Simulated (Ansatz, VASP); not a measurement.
Two plane-wave programs on CdTe

```
Cd Te
1.0
     0.00000    3.44395    3.44395
     3.44395    0.00000    3.44395
     3.44395    3.44395    0.00000
Cd Te
1 1
Direct
  0.00000 0.00000 0.00000
  0.25000 0.25000 0.25000
```

Change from the starting cell: hydrostatic strain +5.0%.

Alike in both runs: task single point; functional PBE; k mesh 6 × 6 × 6; occupations fermi-dirac, width 0.02 eV; no spin polarisation.

```csv
,VASP,Ansatz
version,VASP 6.6.1,Ansatz 0.2.0
potentials or method,"VASP PAW PBE potentials, release 64 (Cd, Te)","plane waves, PAW"
plane-wave cutoff (eV),520,420
valence electrons in the cell,18,36
```

Ansatz gave:

| Property | Result |
| --- | --- |
| pressure (GPa) | -3.2 |

Task: Which values does VASP return?

Result: Pressure (GPa): -3.1.

VASP's potentials hold 18 valence electrons a cell and Ansatz's 36, so a difference there can come from the potentials and not from the codes.

Neither program's run includes spin-orbit coupling.
